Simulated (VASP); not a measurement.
# Ba3TiO5 (I4/mcm) in VASP: notebook

The runs below take Ba3TiO5 through single point, with PBEsol.

All numbers are computed with VASP 6.6.1; they aren't measurements. Logs are shortened: lines on timing, memory, paths and dates and some standing lists are left out, and cuts for length are marked.

### Step 1. The cell of the first run

The structure is tetragonal, space group I4/mcm (No. 140). The conventional cell has a = 7.223 Å, b = 7.223 Å, c = 11.812 Å, α = 90.00°, β = 90.00°, γ = 90.00°. Ba (site symmetry 422) has 10 O at 2.95 to 3.00 Å and 4 Ti at 3.61 Å and 8 Ba at 3.97 Å within 4.0 Å. Within 3.5 Å of Ba (site symmetry m2m) lie 8 O at 2.61 to 2.97 Å and 2 Ti at 3.47 Å. Ti (site symmetry -42m) has 4 O at 1.81 Å within 2.4 Å. Within 2.4 Å of O (site symmetry m) lie 1 Ti at 1.81 Å. O (site symmetry 4/m) has 6 Ba at 2.65 to 2.95 Å and 8 O at 3.35 Å within 3.5 Å.

### Step 2. Single point, PBEsol

Contents of INCAR:

```
PREC = Accurate
ENCUT = 520
EDIFF = 1E-7
ISMEAR = 0
SIGMA = 0.02
LREAL = Auto
LASPH = T
NELM = 60
ALGO = Normal
ISIF = 2
LWAVE = F
LCHARG = F
GGA = PS
NBANDS = 87
```

Contents of KPOINTS:

```
Automatic mesh
0
Gamma
  6 6 6
```

Contents of POSCAR:

```
Ba3TiO5
1.0
   -3.6114173029      3.6114173029      5.9058868849
    3.6114173029     -3.6114173029      5.9058868849
    3.6114173029      3.6114173029     -5.9058868849
Ba Ti O
6 2 10
Direct
    0.2500000000      0.2500000000      0.0000000000
    0.7500000000      0.7500000000      0.0000000000
    0.1790499510      0.6790499510      0.8580999019
    0.8209500490      0.3209500490      0.1419000981
    0.6790499510      0.8209500490      0.5000000000
    0.3209500490      0.1790499510      0.5000000000
    0.7500000000      0.2500000000      0.5000000000
    0.2500000000      0.7500000000      0.5000000000
    0.7974804422      0.2974804422      0.7812386621
    0.2025195578      0.7025195578      0.2187613379
    0.5162417801      0.0162417801      0.2187613379
    0.2974804422      0.5162417801      0.5000000000
    0.9837582199      0.2025195578      0.5000000000
    0.4837582199      0.9837582199      0.7812386621
    0.7025195578      0.4837582199      0.5000000000
    0.0162417801      0.7974804422      0.5000000000
    0.0000000000      0.0000000000      0.0000000000
    0.5000000000      0.5000000000      0.0000000000
```

Potentials or basis: VASP PAW PBE potentials, release 64 (Ba_sv, Ti_sv, O).

Run with:

```bash
cat potpaw_PBE.64/Ba_sv/POTCAR potpaw_PBE.64/Ti_sv/POTCAR potpaw_PBE.64/O/POTCAR > POTCAR
mpirun -np 1 vasp_std > vasp.out
```

OUTCAR:

```text
PREC = Accurate
   ENCUT = 520
   EDIFF = 1E-7
   ISMEAR = 0
   LREAL = Auto
   LASPH = T
   NELM = 60
   ISIF = 2
   GGA = PS

 ion  position               nearest neighbor table
   1  0.250  0.250  0.000-  17 2.95  18 2.95  11 3.00  14 3.00  12 3.00  15 3.00  13 3.00  16 3.00
                             9 3.00  10 3.00   7 3.61   8 3.61   8 3.61   7 3.61   4 3.97   3 3.97
   2  0.750  0.750  0.000-  17 2.95  18 2.95  11 3.00  14 3.00  13 3.00  16 3.00  12 3.00  15 3.00
                             9 3.00  10 3.00   7 3.61   8 3.61   7 3.61   8 3.61   3 3.97   4 3.97
   3  0.179  0.679  0.858-  11 2.61  10 2.61  17 2.65  18 2.65  12 2.97  16 2.97  15 2.97  13 2.97
                             8 3.47   7 3.47   4 3.66   6 3.75   5 3.75   6 3.75   5 3.75   1 3.97
   4  0.821  0.321  0.142-  14 2.61   9 2.61  17 2.65  18 2.65  13 2.97  15 2.97  12 2.97  16 2.97
                             7 3.47   8 3.47   3 3.66   5 3.75   6 3.75   5 3.75   6 3.75   1 3.97
   5  0.679  0.821  0.500-  15 2.61  16 2.61  17 2.65  18 2.65   9 2.97  10 2.97  11 2.97  14 2.97
                             7 3.47   8 3.47   6 3.66   3 3.75   4 3.75   4 3.75   3 3.75   2 3.97
   6  0.321  0.179  0.500-  12 2.61  13 2.61  18 2.65  17 2.65   9 2.97  10 2.97  11 2.97  14 2.97
                             7 3.47   8 3.47   5 3.66   3 3.75   4 3.75   3 3.75   4 3.75   1 3.97
   7  0.750  0.250  0.500-  13 1.81  15 1.81  11 1.81   9 1.81   4 3.47   5 3.47   6 3.47   3 3.47
                             1 3.61   2 3.61   2 3.61   1 3.61
   8  0.250  0.750  0.500-  12 1.81  16 1.81  14 1.81  10 1.81   3 3.47   5 3.47   6 3.47   4 3.47
                             1 3.61   2 3.61   1 3.61   2 3.61
   9  0.797  0.297  0.781-   7 1.81   4 2.61   6 2.97   5 2.97   1 3.00   2 3.00
  10  0.203  0.703  0.219-   8 1.81   3 2.61   6 2.97   5 2.97   1 3.00   2 3.00
  11  0.516  0.016  0.219-   7 1.81   3 2.61   6 2.97   5 2.97   1 3.00   2 3.00
  12  0.297  0.516  0.500-   8 1.81   6 2.61   3 2.97   4 2.97   2 3.00   1 3.00
  13  0.984  0.203  0.500-   7 1.81   6 2.61   4 2.97   3 2.97   1 3.00   2 3.00
  14  0.484  0.984  0.781-   8 1.81   4 2.61   6 2.97   5 2.97   1 3.00   2 3.00
  15  0.703  0.484  0.500-   7 1.81   5 2.61   4 2.97   3 2.97   2 3.00   1 3.00
  16  0.016  0.797  0.500-   8 1.81   5 2.61   3 2.97   4 2.97   1 3.00   2 3.00
  17  0.000  0.000  0.000-   6 2.65   5 2.65   3 2.65   4 2.65   1 2.95   2 2.95
  18  0.500  0.500  0.000-   5 2.65   6 2.65   3 2.65   4 2.65   1 2.95   2 2.95

  LATTYP: Found a body centered tetragonal cell.
 ALAT       =     7.2228346058
 C/A-ratio  =     1.6353377053

  Lattice vectors:

 A1 = (  -3.6114173029,   3.6114173029,   5.9058868849)
 A2 = (   3.6114173029,  -3.6114173029,   5.9058868849)
 A3 = (   3.6114173029,   3.6114173029,  -5.9058868849)

Analysis of symmetry for initial positions (statically):
=====================================================================
 Subroutine PRICEL returns:
 Original cell was already a primitive cell.

 Routine SETGRP: Setting up the symmetry group for a
 body centered tetragonal supercell.

 Subroutine GETGRP returns: Found 16 space group operations
 (whereof  8 operations were pure point group operations)
 out of a pool of 16 trial point group operations.

The static configuration has the point symmetry C_4h.
 The point group associated with its full space group is D_4h.

Analysis of symmetry for dynamics (positions and initial velocities):
=====================================================================
 Subroutine PRICEL returns:
 Original cell was already a primitive cell.

 Routine SETGRP: Setting up the symmetry group for a
 body centered tetragonal supercell.

 Subroutine GETGRP returns: Found 16 space group operations
 (whereof  8 operations were pure point group operations)
 out of a pool of 16 trial point group operations.

The dynamic configuration has the point symmetry C_4h.
 The point group associated with its full space group is D_4h.

 Subroutine INISYM returns: Found 16 space group operations
 (whereof  8 operations are pure point group operations),
 and found     1 'primitive' translations

----------------------------------------------------------------------------------------

                                     Primitive cell

  volume of cell :     308.1062

  direct lattice vectors                    reciprocal lattice vectors
    -3.611417303  3.611417303  5.905886885     0.000000000  0.138449799  0.084661290
     3.611417303 -3.611417303  5.905886885     0.138449799  0.000000000  0.084661290
     3.611417303  3.611417303 -5.905886885     0.138449799  0.138449799  0.000000000
[... 56 lines left out ...]
     0.000000000  0.023074967  0.014110215     0.166666667  0.000000000 -0.000000000
     0.023074967  0.000000000  0.014110215     0.000000000  0.166666667 -0.000000000
     0.023074967  0.023074967  0.000000000     0.000000000  0.000000000  0.166666667

  Length of vectors
     0.027047223  0.027047223  0.032632931

  Shift w.r.t. Gamma in fractional coordinates (k-lattice)
     0.000000000  0.000000000  0.000000000

 Subroutine IBZKPT returns following result:
 ===========================================

 Found     30 irreducible k-points:

 Following reciprocal coordinates:
            Coordinates               Weight
  0.000000  0.000000  0.000000      1.000000
  0.166667  0.000000 -0.000000      8.000000
  0.333333  0.000000 -0.000000      8.000000
  0.500000 -0.000000  0.000000      4.000000
  0.166667  0.166667 -0.000000      8.000000
  0.333333  0.166667  0.000000     16.000000
[... 16 lines left out ...]
 -0.333333 -0.333333  0.166667      8.000000
 -0.166667 -0.333333  0.166667      8.000000
 [... further k-points ...]
   k-points           NKPTS =     30   k-points in BZ     NKDIM =     30   number of bands    NBANDS=     87
   number of dos      NEDOS =    301   number of ions     NIONS =     18
   total plane-waves  NPLWV = 216000
   dimension x,y,z NGX =    60 NGY =   60 NGZ =   60
   dimension x,y,z NGXF=   120 NGYF=  120 NGZF=  120
   ions per type =               6   2  10
   NGX,Y,Z   is equivalent  to a cutoff of  12.78, 12.78, 12.78 a.u.
   NGXF,Y,Z  is equivalent  to a cutoff of  25.55, 25.55, 25.55 a.u.
 SYSTEM =  unknown system
   PREC   = accura    normal or accurate (medium, high low for compatibility)
   ISTART =      0    job   : 0-new  1-cont  2-samecut
   ICHARG =      2    charge: 1-file 2-atom 10-const
   ISPIN  =      1    spin polarized calculation?
   LNONCOLLINEAR =      F non collinear calculations
   LSORBIT =      F    spin-orbit coupling
   LASPH  =      T    aspherical Exc in radial PAW
   ENCUT  =  520.0 eV  38.22 Ry    6.18 a.u.  14.52 14.52 14.52*2*pi/ulx,y,z
   NELM   =     60;   NELMIN=  2; NELMDL= -5     # of ELM steps
   EDIFF  = 0.1E-06   stopping-criterion for ELM
   LREAL  =      T    real-space projection
   EDIFFG = 0.1E-05   stopping-criterion for IOM
   NSW    =      0    number of steps for IOM
   IBRION =     -1    ionic relax: 0-MD 1-quasi-New 2-CG
   NFREE  =      0    steps in history (QN), initial steepest desc. (CG)
   ISIF   =      2    stress and relaxation
   ISYM   =      2    0-nonsym 1-usesym 2-fastsym
   POTIM  = 0.5000    time-step for ionic-motion
   TEBEG  =    0.0;   TEEND  =   0.0 temperature during run
   PSTRESS=    0.0 pullay stress
   NELECT =     144.0000    total number of electrons
   NUPDOWN=      -1.0000    fix difference up-down
   EMIN   =  10.00;   EMAX   =-10.00  energy-range for DOS
   EFERMI =   0.00;   METHOD = LEGACY
   ISMEAR =     0;   SIGMA  =   0.02  broadening in eV -4-tet -1-fermi 0-gaus
   EFERMI_NEDOS =   21; number of points for ismear=-14 and -15
   IALGO  =     38    algorithm
   IMIX   =      4    mixing-type and parameters
     AMIX     =   0.40;   BMIX     =  1.00
     AMIX_MAG =   1.60;   BMIX_MAG =  1.00
  volume/ion in A,a.u.               =      17.12       115.51
  Fermi-wavevector in a.u.,A,eV,Ry     =   1.270463  2.400828 21.960856  1.614077
  Thomas-Fermi vector in A             =   2.403449
   LORBIT       =      0    0 simple, 1 ext, 2 COOP (PROOUT), +10 PAW based schemes
   GGA     = PS    functional components
   LHFCALC =     F    Hartree Fock is set to
   AEXX    =    0.0000 exact exchange contribution
   IVDW    =     0    specifies the selected vdW correction
   LEPSILON=     F    determine dielectric tensor
   LRPA    =     F    only Hartree local field effects (RPA)
 non-spin polarized calculation
 Gauss-broadening in eV      SIGMA  =   0.02
  energy-cutoff  :      520.00
  volume of cell :      308.11
 maximum number of plane-waves:      8325
 NGX is ok and might be reduce to    60
   NGX = 29   NGY = 29   NGZ = 29

 number of electron     144.0000014 magnetization

 Free energy of the ion-electron system (eV)
  ---------------------------------------------------
  ext. energy  EPLUGINS =         0.00000000
  ---------------------------------------------------
  free energy    TOTEN  =      -134.39403936 eV

  energy without entropy =     -134.39403936  energy(sigma->0) =     -134.39403936

 E-fermi :   3.1018     XC(G=0): -10.3848

 val. band max:        2.9544736581   @ k =   0.0000   0.0000   0.0000
 cond. band min:       5.5668590172   @ k =   0.5000   0.5000   0.5000
 fundamental gap:      2.6123853591
 Fermi energy:         3.1018199820

 k-point     1 :       0.0000    0.0000    0.0000
  band No.  band energies     occupation
      1     -52.9505      2.00000
      2     -52.9505      2.00000
      3     -29.5276      2.00000
      4     -29.5274      2.00000
      5     -29.5011      2.00000
      6     -29.5011      2.00000
[... 2077 lines left out ...]
     83       7.4826      0.00000
     84       7.6252      0.00000

 [... further k-points ...]

 [bands above 84 left out]

------------------------ aborting loop because EDIFF is reached ----------------------------------------

  FORCE on cell =-STRESS in cart. coord.  units (eV):
  Direction    XX          YY          ZZ          XY          YZ          ZX
  --------------------------------------------------------------------------------------
  -------------------------------------------------------------------------------------
  Total        3.4088462      3.4088462      2.9334863      0.0000000      0.0000000      0.0000000
  in kB       17.7262768     17.7262768     15.2543669      0.0000000      0.0000000      0.0000000
  external PRESSURE =      16.9023068 kB  Pullay stress =       0.0000000 kB

 VOLUME and BASIS-vectors are now :
 -----------------------------------------------------------------------------
  energy-cutoff  :      520.00
  volume of cell :      308.11
      direct lattice vectors                 reciprocal lattice vectors
    -3.611417303  3.611417303  5.905886885     0.000000000  0.138449799  0.084661290
     3.611417303 -3.611417303  5.905886885     0.138449799  0.000000000  0.084661290
     3.611417303  3.611417303 -5.905886885     0.138449799  0.138449799  0.000000000

 POSITION                                       TOTAL-FORCE (eV/Angst)
 -----------------------------------------------------------------------------------
      0.00000      0.00000      2.95294         0.000000      0.000000     -0.000000
      0.00000      0.00000      8.85883         0.000000      0.000000     -0.000000
      4.90467      1.29325      0.00000        -0.115484     -0.115484      0.000000
     -1.29325      2.31817      5.90589         0.115484      0.115484     -0.000000
      2.31817      1.29325      5.90589         0.115484     -0.115484     -0.000000
      1.29325      2.31817      0.00000        -0.115484      0.115484     -0.000000
[... 10 lines left out ...]
      0.00000      0.00000      0.00000         0.000000     -0.000000     -0.000000
      0.00000      0.00000      5.90589         0.000000     -0.000000     -0.000000
 -----------------------------------------------------------------------------------
    total drift:                               -0.000000      0.000000      0.000000

  FREE ENERGIE OF THE ION-ELECTRON SYSTEM (eV)
  ---------------------------------------------------
  free  energy   TOTEN  =      -134.3940393562 eV

  energy  without entropy=     -134.3940393562  energy(sigma->0) =     -134.39403936
```

It took 47 min on 1 thread of Intel Xeon Platinum 8488C (Sapphire Rapids), shared host; peak memory 0.78 GiB.

What came out:

```
Free energy            : -134.3940 eV
Pressure               : 1.7 GPa
Largest force          : 0.163 eV/Å
Band gap on the k mesh : 2.61 eV (least direct gap 2.62 eV)
```

Forces in eV/Å, atoms in the order of the input:
```
Ba   0.000  0.000  0.000
Ba   0.000  0.000  0.000
Ba  -0.115 -0.115  0.000
Ba   0.115  0.115  0.000
Ba   0.115 -0.115  0.000
Ba  -0.115  0.115  0.000
Ti   0.000  0.000  0.000
Ti   0.000  0.000  0.000
O    0.004  0.004  0.030
O   -0.004 -0.004 -0.030
O   -0.004 -0.004  0.030
O   -0.004  0.004  0.030
O   -0.004  0.004 -0.030
O    0.004  0.004 -0.030
O    0.004 -0.004 -0.030
O    0.004 -0.004  0.030
O    0.000  0.000  0.000
O    0.000  0.000  0.000
```

Caveat: the PAW data sets were made with another functional, which shifts forces and pressure a little; spin-orbit coupling is left out, which moves the levels of the heavy elements.

### Step 3. Single point, PBEsol

Contents of INCAR:

```
SYSTEM = Ba3TiO5
PREC     = Accurate       ! precision mode
ENCUT    = 520            ! plane-wave cutoff, eV
EDIFF    = 1E-7           ! SCF threshold, eV
ISMEAR   = 0              ! smearing method
SIGMA    = 0.02           ! smearing width, eV
LREAL    = Auto         
LASPH    = .True.         ! aspherical terms in the spheres
NELM     = 60             ! most SCF steps
ALGO     = Normal         ! electronic algorithm
ISIF     = 2              ! what is computed and relaxed
LWAVE    = .False.        ! write WAVECAR
LCHARG   = .False.        ! write CHGCAR
GGA      = PS             ! functional
NBANDS   = 87             ! bands
```

Contents of KPOINTS:

```
regular mesh
0
Gamma
  6 6 6
  0 0 0
```

POSCAR: that of step 2 with these lines changed.

```diff
@@ -10,3 +10,3 @@
     0.7500000000      0.7500000000      0.0000000000
-    0.1790499510      0.6790499510      0.8580999019
+    0.1790499510      0.6790499510      0.8580999020
     0.8209500490      0.3209500490      0.1419000981
```

Potentials or basis: VASP PAW PBE potentials, release 64 (Ba_sv, Ti_sv, O).

Run with:

```bash
cat potpaw_PBE.64/Ba_sv/POTCAR potpaw_PBE.64/Ti_sv/POTCAR potpaw_PBE.64/O/POTCAR > POTCAR
mpirun -np 1 vasp_std > vasp.out
```

It took 27 min on 1 thread of AMD EPYC 9R45 (Zen 5), shared host; peak memory 0.76 GiB.

The run converged. Its results:

| Item | Value |
| --- | --- |
| Free energy | -134.3940 eV |
| Pressure | 1.7 GPa |
| Largest force | 0.163 eV/Å |
| Band gap on the k mesh | 2.61 eV (least direct gap 2.62 eV) |

Forces in eV/Å, atoms in the order of the input:
```
Ba   0.000  0.000  0.000
Ba   0.000  0.000  0.000
Ba  -0.115 -0.115  0.000
Ba   0.115  0.115  0.000
Ba   0.115 -0.115  0.000
Ba  -0.115  0.115  0.000
Ti   0.000  0.000  0.000
Ti   0.000  0.000  0.000
O    0.004  0.004  0.030
O   -0.004 -0.004 -0.030
O   -0.004 -0.004  0.030
O   -0.004  0.004  0.030
O   -0.004  0.004 -0.030
O    0.004  0.004 -0.030
O    0.004 -0.004 -0.030
O    0.004 -0.004  0.030
O    0.000  0.000  0.000
O    0.000  0.000  0.000
```

Stress tensor (GPa, compression positive):
```
1.77 0.00 0.00
0.00 1.77 0.00
0.00 0.00 1.53
```

Levels at points of the mesh, in eV from the valence-band top:
```
           k point  band 68  band 69  band 70  band 71  band 72  band 73  band 74  band 75  band 76  band 77
(0.00, 0.00, 0.00)    -1.33    -1.33    -0.38     0.00     0.00     2.94     3.21     3.51     3.51     3.52
(0.50, 0.00, 0.00)    -0.89    -0.71    -0.71    -0.68    -0.68     3.23     3.23     3.49     3.49     3.58
(0.50, 0.50, 0.00)    -1.23    -1.21    -0.52    -0.16    -0.09     2.65     3.39     3.61     3.67     3.70
(0.50, 0.50, 0.50)    -1.18    -1.13    -0.47    -0.01    -0.01     2.61     3.11     3.62     3.68     3.85
```

Caveat: the PAW data sets were made with another functional, which shifts forces and pressure a little; spin-orbit coupling is left out, which moves the levels of the heavy elements. A k mesh can miss the band edges.
